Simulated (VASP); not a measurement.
# P in VASP: a series of runs

P is run at these levels: r2SCAN; tasks: single point.

All numbers are computed with VASP 6.6.1; they aren't measurements. Logs are shortened: lines on timing, memory, paths and dates and some standing lists are left out, and cuts for length are marked.

### Step 1. The cell of the first run

The cell holds a slab with vacuum, 2 atoms: a = 3.470 Å, b = 3.470 Å, c = 28.000 Å, α = 90.00°, β = 90.00°, γ = 120.00°.

### Step 2. Single point, r2SCAN

POSCAR reads:

```
P
1.0
    3.4700000000      0.0000000000      0.0000000000
   -1.7350000000      3.0051081511      0.0000000000
    0.0000000000      0.0000000000     28.0000000000
P
2
Direct
    0.3333333333      0.6666666667      0.5327678571
    0.6666666667      0.3333333333      0.4672321429
```

INCAR.step1 reads:

```
SYSTEM = P
PREC = Accurate
ENCUT = 520
ISMEAR = 0
SIGMA = 0.02
LREAL = .False.
LASPH = .True.
NELM = 100
LDIPOL = .True.
IDIPOL = 3
DIPOL = 0.5 0.5 0.500
NBANDS = 12
GGA = PE
ALGO = Normal
EDIFF = 1E-4
LWAVE = .True.
LCHARG = .False.
```

INCAR.step2 reads:

```
SYSTEM = P
PREC = Accurate
ENCUT = 520
EDIFF = 1E-6
ISMEAR = 0
SIGMA = 0.02
LREAL = .False.
LASPH = .True.
NELM = 100
ALGO = Normal
ISIF = 2
LWAVE = .False.
LCHARG = .False.
LDIPOL = .True.
IDIPOL = 3
DIPOL = 0.5 0.5 0.500
METAGGA = R2SCAN
LMIXTAU = .True.
NBANDS = 12
ISTART = 1
```

KPOINTS reads:

```
regular mesh
0
Gamma
  9 9 1
  0 0 0
```

Potentials or basis: VASP PAW PBE potentials, release 64 (P).

Launch:

```sh
$ cat potpaw_PBE.64/P/POTCAR > POTCAR
$ cp INCAR.step1 INCAR
$ mpirun -np 1 vasp_std > vasp.out
$ cp INCAR.step2 INCAR
$ mpirun -np 1 vasp_std > vasp.out
```

OUTCAR:

```text
SYSTEM = P
   PREC = Accurate
   ENCUT = 520
   EDIFF = 1E-6
   ISMEAR = 0
   LREAL = .False.
   LASPH = .True.
   NELM = 100
   ISIF = 2
   METAGGA = R2SCAN
   ISTART = 1

 ion  position               nearest neighbor table
   1  0.333  0.667  0.533-   2 2.72   2 2.72   2 2.72
   2  0.667  0.333  0.467-   1 2.72   1 2.72   1 2.72

  LATTYP: Found a hexagonal cell.
 ALAT       =     3.4700000000
 C/A-ratio  =     8.0691642651

  Lattice vectors:

 A1 = (   3.4700000000,   0.0000000000,   0.0000000000)
 A2 = (  -1.7350000000,   3.0051081511,   0.0000000000)
 A3 = (   0.0000000000,   0.0000000000,  28.0000000000)

Analysis of symmetry for initial positions (statically):
=====================================================================
 Subroutine PRICEL returns:
 Original cell was already a primitive cell.

 Routine SETGRP: Setting up the symmetry group for a
 hexagonal supercell.

 Subroutine GETGRP returns: Found 12 space group operations
 (whereof 12 operations were pure point group operations)
 out of a pool of 24 trial point group operations.

The static configuration has the point symmetry D_3d.

Analysis of symmetry for dynamics (positions and initial velocities):
=====================================================================
 Subroutine PRICEL returns:
 Original cell was already a primitive cell.

 Routine SETGRP: Setting up the symmetry group for a
 hexagonal supercell.

 Subroutine GETGRP returns: Found 12 space group operations
 (whereof 12 operations were pure point group operations)
 out of a pool of 24 trial point group operations.

The dynamic configuration has the point symmetry D_3d.

 Subroutine INISYM returns: Found 12 space group operations
 (whereof 12 operations are pure point group operations),
 and found     1 'primitive' translations

----------------------------------------------------------------------------------------

                                     Primitive cell

  volume of cell :     291.9763

  direct lattice vectors                    reciprocal lattice vectors
     3.470000000  0.000000000  0.000000000     0.288184438  0.166383363  0.000000000
    -1.735000000  3.005108151  0.000000000     0.000000000  0.332766726  0.000000000
     0.000000000  0.000000000 28.000000000     0.000000000  0.000000000  0.035714286

  length of vectors
     3.470000000  3.470000000 28.000000000     0.332766726  0.332766726  0.035714286

  position of ions in fractional coordinates (direct lattice)
     0.333333333  0.666666667  0.532767857
     0.666666667  0.333333333  0.467232143

  ion indices of the primitive-cell ions
   primitive index   ion index
                 1           1
                 2           2

----------------------------------------------------------------------------------------

 KPOINTS: regular mesh

Automatic generation of k-mesh.
 Grid dimensions read from file:
 generate k-points for:    9    9    1

 Generating k-lattice:

  Cartesian coordinates                     Fractional coordinates (reciprocal lattice)
     0.032020493  0.018487040  0.000000000     0.111111111  0.000000000  0.000000000
     0.000000000  0.036974081  0.000000000     0.000000000  0.111111111  0.000000000
     0.000000000  0.000000000  0.035714286     0.000000000  0.000000000  1.000000000

  Length of vectors
     0.036974081  0.036974081  0.035714286

  Shift w.r.t. Gamma in fractional coordinates (k-lattice)
     0.000000000  0.000000000  0.000000000

 Subroutine IBZKPT returns following result:
 ===========================================

 Found     12 irreducible k-points:

 Following reciprocal coordinates:
            Coordinates               Weight
  0.000000  0.000000  0.000000      1.000000
  0.111111  0.000000  0.000000      6.000000
  0.222222 -0.000000  0.000000      6.000000
  0.333333  0.000000  0.000000      6.000000
  0.444444 -0.000000  0.000000      6.000000
  0.111111  0.111111  0.000000      6.000000
  0.222222  0.111111  0.000000     12.000000
  0.333333  0.111111  0.000000     12.000000
  0.444444  0.111111  0.000000      6.000000
  0.222222  0.222222  0.000000      6.000000
  0.333333  0.222222  0.000000     12.000000
  0.333333  0.333333  0.000000      2.000000
   k-points           NKPTS =     12   k-points in BZ     NKDIM =     12   number of bands    NBANDS=     12
   number of dos      NEDOS =    301   number of ions     NIONS =      2
   total plane-waves  NPLWV = 164640
   dimension x,y,z NGX =    28 NGY =   28 NGZ =  210
   dimension x,y,z NGXF=    56 NGYF=   56 NGZF=  420
   ions per type =               2
   NGX,Y,Z   is equivalent  to a cutoff of  13.41, 13.41, 12.47 a.u.
   NGXF,Y,Z  is equivalent  to a cutoff of  26.83, 26.83, 24.94 a.u.
 SYSTEM =  P
   PREC   = accura    normal or accurate (medium, high low for compatibility)
   ISTART =      1    job   : 0-new  1-cont  2-samecut
   ICHARG =      0    charge: 1-file 2-atom 10-const
   ISPIN  =      1    spin polarized calculation?
   LNONCOLLINEAR =      F non collinear calculations
   LSORBIT =      F    spin-orbit coupling
   LASPH  =      T    aspherical Exc in radial PAW
   ENCUT  =  520.0 eV  38.22 Ry    6.18 a.u.   6.45  6.45 52.06*2*pi/ulx,y,z
   NELM   =    100;   NELMIN=  2; NELMDL=  0     # of ELM steps
   EDIFF  = 0.1E-05   stopping-criterion for ELM
   LREAL  =      F    real-space projection
   EDIFFG = 0.1E-04   stopping-criterion for IOM
   NSW    =      0    number of steps for IOM
   IBRION =     -1    ionic relax: 0-MD 1-quasi-New 2-CG
   NFREE  =      0    steps in history (QN), initial steepest desc. (CG)
   ISIF   =      2    stress and relaxation
   ISYM   =      2    0-nonsym 1-usesym 2-fastsym
   POTIM  = 0.5000    time-step for ionic-motion
   TEBEG  =    0.0;   TEEND  =   0.0 temperature during run
   PSTRESS=    0.0 pullay stress
   NELECT =      10.0000    total number of electrons
   NUPDOWN=      -1.0000    fix difference up-down
   EMIN   =  10.00;   EMAX   =-10.00  energy-range for DOS
   EFERMI =   0.00;   METHOD = LEGACY
   ISMEAR =     0;   SIGMA  =   0.02  broadening in eV -4-tet -1-fermi 0-gaus
   EFERMI_NEDOS =   21; number of points for ismear=-14 and -15
   IALGO  =     38    algorithm
   IMIX   =      4    mixing-type and parameters
     AMIX     =   0.40;   BMIX     =  1.00
     AMIX_MAG =   1.60;   BMIX_MAG =  1.00
  volume/ion in A,a.u.               =     145.99       985.18
  Fermi-wavevector in a.u.,A,eV,Ry     =   0.531650  1.004672  3.845707  0.282651
  Thomas-Fermi vector in A             =   1.554772
   LORBIT       =      0    0 simple, 1 ext, 2 COOP (PROOUT), +10 PAW based schemes
   METAGGA = R2SCAN    functional components
   LHFCALC =     F    Hartree Fock is set to
   AEXX    =    0.0000 exact exchange contribution
   IVDW    =     0    specifies the selected vdW correction
   LEPSILON=     F    determine dielectric tensor
   LRPA    =     F    only Hartree local field effects (RPA)
 non-spin polarized calculation
 Gauss-broadening in eV      SIGMA  =   0.02
  energy-cutoff  :      520.00
  volume of cell :      291.98
 maximum number of plane-waves:      7929
 NGX is ok and might be reduce to    28
   NGX = 13   NGY = 13   NGZ =105

 number of electron       9.9999999 magnetization

 dipolmoment           0.000000      0.000000     -0.000000 electrons x Angstroem

 Free energy of the ion-electron system (eV)
  ---------------------------------------------------
  ext. energy  EPLUGINS =         0.00000000
  ---------------------------------------------------
  free energy    TOTEN  =       -15.36578580 eV

  energy without entropy =      -15.36432380  energy(sigma->0) =      -15.36505480

 E-fermi :  -2.8990     XC(G=0):  -1.8965

 val. band max:       -2.9063413249   @ k =   0.1111   0.0000   0.0000
 cond. band min:      -2.8916981780   @ k =   0.3333   0.0000   0.0000
 fundamental gap:      0.0146431469
 Fermi energy:        -2.8990197515

 k-point     1 :       0.0000    0.0000    0.0000
  band No.  band energies     occupation
      1     -16.1165      2.00000
      2     -12.0815      2.00000
      3      -5.7640      2.00000
      4      -2.5800      0.00000
      5      -2.5800      0.00000
      6      -1.0280      0.00000
      7      -0.5425      0.00000
      8      -0.5425      0.00000
      9       1.3477      0.00000
     10       1.4815      0.00000
     11       1.6578      0.00000
     12       2.0653      0.00000

 k-point     2 :       0.1111    0.0000    0.0000
  band No.  band energies     occupation
      1     -15.9468      2.00000
      2     -11.9854      2.00000
      3      -5.6525      2.00000
      4      -3.7829      2.00000
      5      -2.9063      1.39534
      6      -1.1217      0.00000
      7      -0.4688      0.00000
      8      -0.4531      0.00000
      9       1.5553      0.00000
     10       1.7020      0.00000
     11       1.8651      0.00000
     12       2.2894      0.00000

 k-point     3 :       0.2222   -0.0000    0.0000
  band No.  band energies     occupation
      1     -15.4501      2.00000
      2     -11.7649      2.00000
      3      -5.5931      2.00000
      4      -5.3963      2.00000
      5      -3.5188      2.00000
      6      -2.1996      0.00000
      7      -0.4543      0.00000
      8      -0.2079      0.00000
      9       2.1442      0.00000
     10       2.1642      0.00000
     11       2.4604      0.00000
     12       2.7547      0.00000

 k-point     4 :       0.3333    0.0000    0.0000
  band No.  band energies     occupation
      1     -14.6798      2.00000
      2     -11.6837      2.00000
      3      -6.9520      2.00000
      4      -5.4102      2.00000
      5      -4.0388      2.00000
      6      -2.8917      0.60466
      7      -0.6434      0.00000
      8      -0.6079      0.00000
      9       2.7285      0.00000
     10       2.8768      0.00000
     11       3.2931      0.00000
     12       3.5873      0.00000

 k-point     5 :       0.4444   -0.0000    0.0000
  band No.  band energies     occupation
      1     -13.8410      2.00000
      2     -12.0493      2.00000
      3      -7.3897      2.00000
      4      -5.9507      2.00000
      5      -4.3224      2.00000
      6      -2.6156      0.00000
      7      -1.4457      0.00000
      8      -0.7384      0.00000
      9       2.3953      0.00000
     10       4.0161      0.00000
     11       4.6253      0.00000
     12       4.8969      0.00000
[... 48 lines left out ...]
      1     -13.5394      2.00000
      2     -12.1979      2.00000
      3      -7.3011      2.00000
      4      -6.0305      2.00000
      5      -5.0824      2.00000
      6      -2.4912      0.00000
      7      -1.2177      0.00000
      8      -1.1186      0.00000
      9       2.9621      0.00000
     10       4.7197      0.00000
     11       5.1282      0.00000
     12       5.5246      0.00000

 k-point    10 :       0.2222    0.2222    0.0000
  band No.  band energies     occupation
      1     -14.2390      2.00000
      2     -11.7258      2.00000
      3      -6.6959      2.00000
      4      -6.1181      2.00000
      5      -5.1752      2.00000
      6      -2.1098      0.00000
      7      -2.0209      0.00000
      8      -0.2104      0.00000
      9       3.4770      0.00000
     10       3.7288      0.00000
     11       4.0413      0.00000
     12       4.3009      0.00000

 k-point    11 :       0.3333    0.2222    0.0000
  band No.  band energies     occupation
      1     -13.4128      2.00000
      2     -12.1540      2.00000
      3      -7.0195      2.00000
      4      -6.2831      2.00000
      5      -5.6790      2.00000
      6      -2.7841      0.00000
      7      -1.5571      0.00000
      8      -0.6875      0.00000
      9       4.2578      0.00000
     10       4.7982      0.00000
     11       5.0196      0.00000
     12       5.3372      0.00000

 k-point    12 :       0.3333    0.3333    0.0000
  band No.  band energies     occupation
      1     -12.6993      2.00000
      2     -12.6993      2.00000
      3      -7.0939      2.00000
      4      -6.1332      2.00000
      5      -6.1332      2.00000
      6      -3.1959      2.00000
      7      -1.0762      0.00000
      8      -1.0762      0.00000
      9       4.1546      0.00000
     10       5.9047      0.00000
     11       5.9047      0.00000
     12       6.4548      0.00000

------------------------ aborting loop because EDIFF is reached ----------------------------------------

 vacuum level on the upper side and lower side of the slab       (xc-potential included)        -0.004        -0.004

  FORCE on cell =-STRESS in cart. coord.  units (eV):
  Direction    XX          YY          ZZ          XY          YZ          ZX
  --------------------------------------------------------------------------------------
  -------------------------------------------------------------------------------------
  Total       -2.7072363     -2.7072363     -9.6304058      0.0000000      0.0000000     -0.0000000
  in kB      -14.8555634    -14.8555634    -52.8454447      0.0000000      0.0000000     -0.0000000
  external PRESSURE =     -27.5188572 kB  Pullay stress =       0.0000000 kB

 VOLUME and BASIS-vectors are now :
 -----------------------------------------------------------------------------
  energy-cutoff  :      520.00
  volume of cell :      291.98
      direct lattice vectors                 reciprocal lattice vectors
     3.470000000  0.000000000  0.000000000     0.288184438  0.166383363  0.000000000
    -1.735000000  3.005108151  0.000000000     0.000000000  0.332766726  0.000000000
     0.000000000  0.000000000 28.000000000     0.000000000  0.000000000  0.035714286

 POSITION                                       TOTAL-FORCE (eV/Angst)
 -----------------------------------------------------------------------------------
     -0.00000      2.00341     14.91750         0.000000     -0.000000     -5.243084
      1.73500      1.00170     13.08250        -0.000000      0.000000      5.243084
 -----------------------------------------------------------------------------------
    total drift:                               -0.000000      0.000000      0.000000

  FREE ENERGIE OF THE ION-ELECTRON SYSTEM (eV)
  ---------------------------------------------------
  free  energy   TOTEN  =       -15.3657858037 eV

  energy  without entropy=      -15.3643237951  energy(sigma->0) =      -15.36505480

 vacuum level on the upper side and lower side of the slab         1.398         1.398
```

It took 7.8 min on 1 thread of Intel Xeon 8259CL, shared host; peak memory 0.42 GiB.

What came out:

| Item | Value |
| --- | --- |
| Free energy | -15.3658 eV |
| Largest force | 5.243 eV/Å |
| Band gap on the k mesh | zero (bands 5 and 6 overlap by 0.62 eV) |

Forces on the atoms (eV/Å):
```
P    0.000  0.000 -5.243
P    0.000  0.000  5.243
```

Levels at points of the mesh, in eV from the Fermi level:
```csv
k point,band 2,band 3,band 4,band 5,band 6,band 7,band 8,band 9
"(0.00, 0.00, 0.00)",-9.18,-2.86,0.32,0.32,1.87,2.36,2.36,4.25
```

Caveat: the PAW data sets were made with another functional, which shifts forces and pressure a little.

### Step 3. Single point, r2SCAN

This run uses another cell than the first one.

POSCAR reads:

```
P
1.0
    3.2170000000      0.0000000000      0.0000000000
   -1.6085000000      2.7860037240      0.0000000000
    0.0000000000      0.0000000000     28.0000000000
P
2
Direct
    0.3333333333      0.6666666667      0.5093571429
    0.6666666667      0.3333333333      0.4906428571
```

INCAR.step1 reads:

```
SYSTEM = P
  PREC = Accurate
  ENCUT = 520
  ISMEAR = 0
  SIGMA = 0.02
  LREAL = .False.
  LASPH = .True.
  NELM = 100
  LDIPOL = .True.
  IDIPOL = 3
  DIPOL = 0.5 0.5 0.500
  NBANDS = 12
  GGA = PE
  ALGO = Normal
  EDIFF = 1E-4
  LWAVE = .True.
  LCHARG = .False.
```

INCAR.step2 reads:

```
SYSTEM = P
  PREC = Accurate
  ENCUT = 520
  EDIFF = 1E-6
  ISMEAR = 0
  SIGMA = 0.02
  LREAL = .False.
  LASPH = .True.
  NELM = 100
  ALGO = Normal
  ISIF = 2
  LWAVE = .False.
  LCHARG = .False.
  LDIPOL = .True.
  IDIPOL = 3
  DIPOL = 0.5 0.5 0.500
  METAGGA = R2SCAN
  LMIXTAU = .True.
  NBANDS = 12
  ISTART = 1
```

KPOINTS is that of step 2.

Potentials or basis: VASP PAW PBE potentials, release 64 (P).

Launch:

```sh
$ cat potpaw_PBE.64/P/POTCAR > POTCAR
$ cp INCAR.step1 INCAR
$ mpirun -np 1 vasp_std > vasp.out
$ cp INCAR.step2 INCAR
$ mpirun -np 1 vasp_std > vasp.out
```

It took 2.4 min on 1 thread of AMD EPYC 9R45 (Zen 5), shared host; peak memory 0.34 GiB.

The run converged. Its results:

```yaml
Free_energy: -14.8666 eV
Largest_force: 4.727 eV/Å
Band_gap_on_the_k_mesh: zero (bands 5 and 6 overlap by 1.80 eV)
```

Forces on the atoms (eV/Å):
```
P    0.000  0.000  4.727
P    0.000  0.000 -4.727
```

Levels at points of the mesh, in eV from the Fermi level:
| k point | band 2 | band 3 | band 4 | band 5 | band 6 | band 7 | band 8 | band 9 |
| --- | --- | --- | --- | --- | --- | --- | --- | --- |
| (0.00, 0.00, 0.00) | -7.87 | -5.30 | -5.30 | 0.37 | 0.83 | 0.83 | 1.76 | 3.83 |

Caveat: the PAW data sets were made with another functional, which shifts forces and pressure a little.

### Step 4. Single point, r2SCAN

This run uses another cell than the first one.

POSCAR reads:

```
P
1.0
    3.2170000000      0.0000000000      0.0000000000
   -1.6085000000      2.7860037240      0.0000000000
    0.0000000000      0.0000000000     28.0000000000
P
2
Direct
    0.3333333333      0.6666666667      0.5187321429
    0.6666666667      0.3333333333      0.4812678571
```

INCAR.step1 reads:

```
PREC     = Accurate       # precision mode
ENCUT    = 520            # plane-wave cutoff, eV
ISMEAR   = 0              # smearing method
SIGMA    = 0.02           # smearing width, eV
LREAL    = False          # projectors in reciprocal space
LASPH    = True           # aspherical terms in the spheres
NELM     = 80             # most SCF steps
LDIPOL   = True         
IDIPOL   = 3            
DIPOL    = 0.5 0.5 0.500
NBANDS   = 12             # bands
GGA      = PE             # functional
ALGO     = Normal         # electronic algorithm
EDIFF    = 1E-4           # SCF threshold, eV
LWAVE    = True           # write WAVECAR
LCHARG   = False          # write CHGCAR
```

INCAR.step2 reads:

```
PREC     = Accurate       # precision mode
ENCUT    = 520            # plane-wave cutoff, eV
EDIFF    = 1E-6           # SCF threshold, eV
ISMEAR   = 0              # smearing method
SIGMA    = 0.02           # smearing width, eV
LREAL    = False          # projectors in reciprocal space
LASPH    = True           # aspherical terms in the spheres
NELM     = 80             # most SCF steps
ALGO     = Normal         # electronic algorithm
ISIF     = 2              # what is computed and relaxed
LWAVE    = False          # write WAVECAR
LCHARG   = False          # write CHGCAR
LDIPOL   = True         
IDIPOL   = 3            
DIPOL    = 0.5 0.5 0.500
METAGGA  = R2SCAN         # meta-GGA
LMIXTAU  = True         
NBANDS   = 12             # bands
ISTART   = 1
```

KPOINTS reads:

```
Automatic mesh
0
Gamma
  9 9 1
```

Launch:

```sh
$ cat potpaw_PBE.64/P/POTCAR > POTCAR
$ cp INCAR.step1 INCAR
$ mpirun -np 1 vasp_std > vasp.out
$ cp INCAR.step2 INCAR
$ mpirun -np 1 vasp_std > vasp.out
```

Wall time 2.5 min (1 thread of AMD EPYC 9R45 (Zen 5), shared host); peak memory 0.34 GiB.

The run converged. Its results:

| Item | Value |
| --- | --- |
| Free energy | -17.5537 eV |
| Largest force | 3.255 eV/Å |
| Band gap on the k mesh | 1.17 eV (least direct gap 1.74 eV) |

Forces in eV/Å, atoms in the order of the input:
```
P    0.000  0.000  3.255
P    0.000  0.000 -3.255
```

Levels at points of the mesh, in eV from the valence-band top:
```tsv
k point	band 1	band 2	band 3	band 4	band 5	band 6	band 7	band 8	band 9	band 10
(0.00, 0.00, 0.00)	-16.55	-6.90	-1.72	-1.72	-0.32	3.32	3.32	3.59	5.81	6.21
```

Caveat: the PAW data sets were made with another functional, which shifts forces and pressure a little.

### Step 5. Summary

| cell | gap on the mesh (eV) | largest force (eV/Å) |
| --- | --- | --- |
| a = 3.470, b = 3.470, c = 28.000 Å, angles 90.0, 90.0, 120.0°, 2 atoms, atomic positions A | none | 5.24 |
| a = 3.217, b = 3.217, c = 28.000 Å, angles 90.0, 90.0, 120.0°, 2 atoms, atomic positions B | none | 4.73 |
| a = 3.217, b = 3.217, c = 28.000 Å, angles 90.0, 90.0, 120.0°, 2 atoms, atomic positions C | 1.17 | 3.25 |

Alike in all rows: task single point; level r2SCAN; potentials or basis VASP PAW PBE potentials, release 64 (P); no spin polarisation; k mesh 9 × 9 × 1; cutoff (eV) 520; smearing gaussian 0.02 eV.

Caveats: the PAW data sets were made with another functional, which shifts forces and pressure a little.

Total energies depend on the potentials used, so only differences within one code and one set of settings carry meaning.
